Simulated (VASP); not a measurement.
# PbSe (Cmcm) in VASP: relaxation of cell and atoms with PBE

Aim: the relaxation of cell and atoms of PbSe with PBE.

All numbers are computed with VASP 6.6.1; they aren't measurements. Logs are shortened: lines on timing, memory, paths and dates and some standing lists are left out, and cuts for length are marked.

## Step 1: The cell of the first run

The structure is orthorhombic, space group Cmcm (No. 63). The conventional cell has a = 4.310 Å, b = 12.268 Å, c = 4.450 Å, α = 90.00°, β = 90.00°, γ = 90.00°. Within 3.7 Å of Pb (site symmetry m2m) lie 5 Se at 2.82 to 3.10 Å. Se (site symmetry m2m) has 5 Pb at 2.82 to 3.10 Å within 3.7 Å.

## Step 2: Relaxation of cell and atoms, PBE

Input file INCAR:

```
  PREC = Accurate
  ENCUT = 500
  EDIFF = 1E-7
  ISMEAR = 0
  SIGMA = 0.02
  LREAL = F
  LASPH = T
  NELM = 120
  ALGO = Normal
  ISIF = 3
  LWAVE = F
  LCHARG = F
  GGA = PE
  IBRION = 2
  NSW = 100
  EDIFFG = -0.005
  GGA_COMPAT = F
  NELMIN = 4
```

Input file KPOINTS:

```
regular mesh
0
Gamma
  8 8 6
```

Input file POSCAR:

```
PbSe
1.0
    2.1548765900     -6.1339473500      0.0000000000
    2.1548765900      6.1339473500      0.0000000000
    0.0000000000      0.0000000000      4.4504935700
Pb Se
2 2
Direct
    0.6317607300      0.3682392700      0.7500000000
    0.3682392700      0.6317607300      0.2500000000
    0.8612899600      0.1387100400      0.7500000000
    0.1387100400      0.8612899600      0.2500000000
```

Potentials or basis: VASP PAW PBE potentials, release 64 (Pb_d, Se).

Command:

```bash
> cat potpaw_PBE.64/Pb_d/POTCAR potpaw_PBE.64/Se/POTCAR > POTCAR
> mpirun -np 1 vasp_std > vasp.out
```

OUTCAR:

```text
PREC = Accurate
   ENCUT = 500
   EDIFF = 1E-7
   ISMEAR = 0
   LREAL = F
   LASPH = T
   NELM = 120
   ISIF = 3
   GGA = PE
   IBRION = 2
   NSW = 100
   EDIFFG = -0.005
   NELMIN = 4

 ion  position               nearest neighbor table
   1  0.632  0.368  0.750-   3 2.82   4 3.10   4 3.10   4 3.10   4 3.10   2 3.92   2 3.92
   2  0.368  0.632  0.250-   4 2.82   3 3.10   3 3.10   3 3.10   3 3.10   1 3.92   1 3.92
   3  0.861  0.139  0.750-   1 2.82   2 3.10   2 3.10   2 3.10   2 3.10
   4  0.139  0.861  0.250-   2 2.82   1 3.10   1 3.10   1 3.10   1 3.10

  LATTYP: Found a base centered orthorhombic cell.
 ALAT       =     4.3097531800
 B/A-ratio  =     2.8465422932
 C/A-ratio  =     1.0326562530

  Lattice vectors:

 A1 = (   2.1548765900,  -6.1339473500,   0.0000000000)
 A2 = (   2.1548765900,   6.1339473500,   0.0000000000)
 A3 = (   0.0000000000,   0.0000000000,   4.4504935700)

Analysis of symmetry for initial positions (statically):
=====================================================================
 Subroutine PRICEL returns:
 Original cell was already a primitive cell.

 Routine SETGRP: Setting up the symmetry group for a
 base centered orthorhombic supercell.

 Subroutine GETGRP returns: Found  8 space group operations
 (whereof  4 operations were pure point group operations)
 out of a pool of  8 trial point group operations.

The static configuration has the point symmetry C_2h.
 The point group associated with its full space group is D_2h.

Analysis of symmetry for dynamics (positions and initial velocities):
=====================================================================
 Subroutine PRICEL returns:
 Original cell was already a primitive cell.

 Routine SETGRP: Setting up the symmetry group for a
 base centered orthorhombic supercell.

 Subroutine GETGRP returns: Found  8 space group operations
 (whereof  4 operations were pure point group operations)
 out of a pool of  8 trial point group operations.

The dynamic configuration has the point symmetry C_2h.
 The point group associated with its full space group is D_2h.

 Subroutine INISYM returns: Found  8 space group operations
 (whereof  4 operations are pure point group operations),
 and found     1 'primitive' translations

----------------------------------------------------------------------------------------

                                     Primitive cell

  volume of cell :     117.6524

  direct lattice vectors                    reciprocal lattice vectors
     2.154876590 -6.133947350  0.000000000     0.232031849 -0.081513579  0.000000000
     2.154876590  6.133947350  0.000000000     0.232031849  0.081513579  0.000000000
     0.000000000  0.000000000  4.450493570     0.000000000  0.000000000  0.224694179

  length of vectors
     6.501446240  6.501446240  4.450493570     0.245933411  0.245933411  0.224694179

  position of ions in fractional coordinates (direct lattice)
     0.631760730  0.368239270  0.750000000
     0.368239270  0.631760730  0.250000000
     0.861289960  0.138710040  0.750000000
     0.138710040  0.861289960  0.250000000

  ion indices of the primitive-cell ions
   primitive index   ion index
                 1           1
                 2           2
                 3           3
                 4           4

----------------------------------------------------------------------------------------

 KPOINTS: regular mesh

Automatic generation of k-mesh.
 Grid dimensions read from file:
 generate k-points for:    8    8    6

 Generating k-lattice:

  Cartesian coordinates                     Fractional coordinates (reciprocal lattice)
     0.029003981 -0.010189197  0.000000000     0.125000000  0.000000000  0.000000000
     0.029003981  0.010189197  0.000000000     0.000000000  0.125000000  0.000000000
     0.000000000  0.000000000  0.037449030     0.000000000  0.000000000  0.166666667

  Length of vectors
     0.030741676  0.030741676  0.037449030

  Shift w.r.t. Gamma in fractional coordinates (k-lattice)
     0.000000000  0.000000000  0.000000000

 Subroutine IBZKPT returns following result:
 ===========================================

 Found     84 irreducible k-points:

 Following reciprocal coordinates:
            Coordinates               Weight
  0.000000  0.000000  0.000000      1.000000
  0.125000  0.000000  0.000000      4.000000
  0.250000  0.000000  0.000000      4.000000
  0.375000  0.000000  0.000000      4.000000
  0.500000  0.000000  0.000000      2.000000
  0.125000  0.125000  0.000000      2.000000
[... 16 lines left out ...]
  0.125000  0.000000  0.166667      8.000000
  0.250000  0.000000  0.166667      8.000000
 [... further k-points ...]
   k-points           NKPTS =     84   k-points in BZ     NKDIM =     84   number of bands    NBANDS=     24
   number of dos      NEDOS =    301   number of ions     NIONS =      4
   total plane-waves  NPLWV =  73728
   dimension x,y,z NGX =    48 NGY =   48 NGZ =   32
   dimension x,y,z NGXF=    96 NGYF=   96 NGZF=   64
   ions per type =               2   2
   NGX,Y,Z   is equivalent  to a cutoff of  12.27, 12.27, 11.95 a.u.
   NGXF,Y,Z  is equivalent  to a cutoff of  24.55, 24.55, 23.91 a.u.
 SYSTEM =  unknown system
   PREC   = accura    normal or accurate (medium, high low for compatibility)
   ISTART =      0    job   : 0-new  1-cont  2-samecut
   ICHARG =      2    charge: 1-file 2-atom 10-const
   ISPIN  =      1    spin polarized calculation?
   LNONCOLLINEAR =      F non collinear calculations
   LSORBIT =      F    spin-orbit coupling
   LASPH  =      T    aspherical Exc in radial PAW
   ENCUT  =  500.0 eV  36.75 Ry    6.06 a.u.  11.85 11.85  8.11*2*pi/ulx,y,z
   NELM   =    120;   NELMIN=  4; NELMDL= -5     # of ELM steps
   EDIFF  = 0.1E-06   stopping-criterion for ELM
   LREAL  =      F    real-space projection
   EDIFFG = -.5E-02   stopping-criterion for IOM
   NSW    =    100    number of steps for IOM
   IBRION =      2    ionic relax: 0-MD 1-quasi-New 2-CG
   NFREE  =      1    steps in history (QN), initial steepest desc. (CG)
   ISIF   =      3    stress and relaxation
   ISYM   =      2    0-nonsym 1-usesym 2-fastsym
   POTIM  = 0.5000    time-step for ionic-motion
   TEBEG  =    0.0;   TEEND  =   0.0 temperature during run
   PSTRESS=    0.0 pullay stress
   NELECT =      40.0000    total number of electrons
   NUPDOWN=      -1.0000    fix difference up-down
   EMIN   =  10.00;   EMAX   =-10.00  energy-range for DOS
   EFERMI =   0.00;   METHOD = LEGACY
   ISMEAR =     0;   SIGMA  =   0.02  broadening in eV -4-tet -1-fermi 0-gaus
   EFERMI_NEDOS =   21; number of points for ismear=-14 and -15
   IALGO  =     38    algorithm
   IMIX   =      4    mixing-type and parameters
     AMIX     =   0.40;   BMIX     =  1.00
     AMIX_MAG =   1.60;   BMIX_MAG =  1.00
  volume/ion in A,a.u.               =      29.41       198.49
  Fermi-wavevector in a.u.,A,eV,Ry     =   1.142601  2.159203 17.762912  1.305537
  Thomas-Fermi vector in A             =   2.279299
   LORBIT       =      0    0 simple, 1 ext, 2 COOP (PROOUT), +10 PAW based schemes
   GGA     = PE    functional components
   LHFCALC =     F    Hartree Fock is set to
   AEXX    =    0.0000 exact exchange contribution
   IVDW    =     0    specifies the selected vdW correction
   LEPSILON=     F    determine dielectric tensor
   LRPA    =     F    only Hartree local field effects (RPA)
 conjugate gradient relaxation of ions
 non-spin polarized calculation
 Gauss-broadening in eV      SIGMA  =   0.02
  energy-cutoff  :      500.00
  volume of cell :      117.65
 maximum number of plane-waves:      3008
   NGX = 23   NGY = 23   NGZ = 17

--------------------------------------- Ionic step        1  -------------------------------------------

 number of electron      39.9999996 magnetization

 Free energy of the ion-electron system (eV)
  ---------------------------------------------------
  ext. energy  EPLUGINS =         0.00000000
  ---------------------------------------------------
  free energy    TOTEN  =       -16.18967219 eV

  energy without entropy =      -16.18967219  energy(sigma->0) =      -16.18967219

------------------------ aborting loop because EDIFF is reached ----------------------------------------

  FORCE on cell =-STRESS in cart. coord.  units (eV):
  Direction    XX          YY          ZZ          XY          YZ          ZX
  --------------------------------------------------------------------------------------
  -------------------------------------------------------------------------------------
  Total        0.6732038      0.8963287      0.6723851      0.0000000      0.0000000      0.0000000
  in kB        9.1676180     12.2061098      9.1564695      0.0000000      0.0000000      0.0000000
  external PRESSURE =      10.1767324 kB  Pullay stress =       0.0000000 kB
[... 95 lines left out ...]
  FREE ENERGIE OF THE ION-ELECTRON SYSTEM (eV)
  ---------------------------------------------------
  free  energy   TOTEN  =       -16.1980045595 eV

  energy  without entropy=      -16.1980045595  energy(sigma->0) =      -16.19800456

[... ionic steps 4 to 8 ...]

--------------------------------------- Ionic step        9  -------------------------------------------

 number of electron      40.0000000 magnetization

------------------------ aborting loop because EDIFF is reached ----------------------------------------

  FORCE on cell =-STRESS in cart. coord.  units (eV):
  Direction    XX          YY          ZZ          XY          YZ          ZX
  --------------------------------------------------------------------------------------
  -------------------------------------------------------------------------------------
  Total        0.0766314     -0.0535884      0.0363600      0.0000000      0.0000000      0.0000000
  in kB        1.0179007     -0.7118192      0.4829719      0.0000000      0.0000000      0.0000000
  external PRESSURE =       0.2630178 kB  Pullay stress =       0.0000000 kB
[... 61 lines left out ...]
  energy  without entropy=      -16.2004013665  energy(sigma->0) =      -16.20040137

--------------------------------------- Ionic step       11  -------------------------------------------

 number of electron      40.0000000 magnetization

 Free energy of the ion-electron system (eV)
  ---------------------------------------------------
  ext. energy  EPLUGINS =         0.00000000
  ---------------------------------------------------
  free energy    TOTEN  =       -16.20043112 eV

  energy without entropy =      -16.20043112  energy(sigma->0) =      -16.20043112

 E-fermi :   4.1165     XC(G=0):  -9.3036

 val. band max:        4.0158052472   @ k =   0.0000   0.0000   0.5000
 cond. band min:       5.1282741652   @ k =   0.3750   0.3750   0.0000
 fundamental gap:      1.1124689179
 Fermi energy:         4.1165217057

 k-point     1 :       0.0000    0.0000    0.0000
  band No.  band energies     occupation
      1     -12.4415      2.00000
      2     -12.3687      2.00000
      3     -12.3665      2.00000
      4     -12.3611      2.00000
      5     -12.3447      2.00000
      6     -12.3394      2.00000
[... 637 lines left out ...]
     23       7.4983      0.00000
     24       8.6131      0.00000

 [... further k-points ...]

------------------------ aborting loop because EDIFF is reached ----------------------------------------

  FORCE on cell =-STRESS in cart. coord.  units (eV):
  Direction    XX          YY          ZZ          XY          YZ          ZX
  --------------------------------------------------------------------------------------
  -------------------------------------------------------------------------------------
  Total        0.0046872     -0.0160822     -0.0135004      0.0000000      0.0000000      0.0000000
  in kB        0.0622136     -0.2134588     -0.1791902      0.0000000      0.0000000      0.0000000
  external PRESSURE =      -0.1101451 kB  Pullay stress =       0.0000000 kB
[... 19 lines left out ...]
  FREE ENERGIE OF THE ION-ELECTRON SYSTEM (eV)
  ---------------------------------------------------
  free  energy   TOTEN  =       -16.2004311224 eV

  energy  without entropy=      -16.2004311224  energy(sigma->0) =      -16.20043112

 reached required accuracy - stopping structural energy minimisation
```

Run time: 32 min. Hardware: 1 thread of Oxide Virtual Turin-like, shared host; peak memory 0.38 GiB.

Results:

```
Free energy                           : -16.2004 eV
Relaxed volume                        : 30.18 Å³/atom
Relaxed cell                          : a = 6.578 Å, b = 6.578 Å, c = 4.485 Å, α = 90.00°, β = 90.00°, γ = 141.54°
Space group after relaxing (to 0.1 Å) : Cmcm (No. 63)
Energy gained by relaxing             : 2.7 meV/atom
Ionic steps                           : 11
Pressure after relaxing               : 0.0 GPa
Band gap on the k mesh                : 1.11 eV (least direct gap 1.25 eV)
```

Forces on the atoms (eV/Å):
```
Pb   0.000 -0.002  0.000
Pb   0.000  0.002  0.000
Se   0.000  0.001  0.000
Se   0.000 -0.001  0.000
```

Step by step:
| step | energy change (eV) | largest force (eV/Å) | pressure (GPa) | volume (Å³) |
| --- | --- | --- | --- | --- |
| 1 | 0.0000 | 0.1402 | 1.02 | 117.65 |
| 2 | -0.0072 | 0.0987 | -0.35 | 120.86 |
| 3 | -0.0083 | 0.0495 | 0.01 | 119.98 |
| 4 | -0.0086 | 0.0451 | 0.00 | 120.03 |
| 5 | -0.0094 | 0.0335 | 0.00 | 120.18 |
| 6 | -0.0103 | 0.0216 | -0.02 | 120.49 |
| 7 | -0.0100 | 0.0360 | -0.05 | 121.10 |
| 8 | -0.0105 | 0.0187 | -0.03 | 120.74 |
| 9 | -0.0107 | 0.0070 | 0.03 | 120.62 |
| 10 | -0.0107 | 0.0018 | 0.01 | 120.66 |
| 11 | -0.0108 | 0.0025 | -0.01 | 120.71 |

Final structure:
```yaml
crystal:
  lattice:
    - [2.16679, -6.21102, 0.00000]
    - [2.16679, 6.21102, 0.00000]
    - [0.00000, 0.00000, 4.48469]
  atoms:
    - { symbol: Pb, position: [0.63438, 0.36562, 0.75000] }
    - { symbol: Pb, position: [0.36562, 0.63438, 0.25000] }
    - { symbol: Se, position: [0.86353, 0.13647, 0.75000] }
    - { symbol: Se, position: [0.13647, 0.86353, 0.25000] }
```

Levels at points of the mesh, in eV from the valence-band top:
```csv
k point,band 18,band 19,band 20,band 21,band 22,band 23
"(0.00, 0.00, 0.00)",-1.48,-1.26,-0.39,4.39,4.52,4.72
"(0.50, 0.00, 0.00)",-0.86,-0.44,-0.20,1.47,1.65,1.91
"(0.50, 0.50, 0.00)",-1.67,-1.06,-0.66,1.28,4.35,4.37
"(0.00, 0.00, 0.50)",-0.83,0.00,0.00,1.55,1.55,2.39
"(0.50, 0.00, 0.50)",-2.94,-1.24,-1.24,3.17,3.17,5.46
"(0.50, 0.50, 0.50)",-0.94,-0.29,-0.29,1.24,1.24,2.80
```

Caveat: spin-orbit coupling is left out, which moves the levels of the heavy elements. A k mesh can miss the band edges.
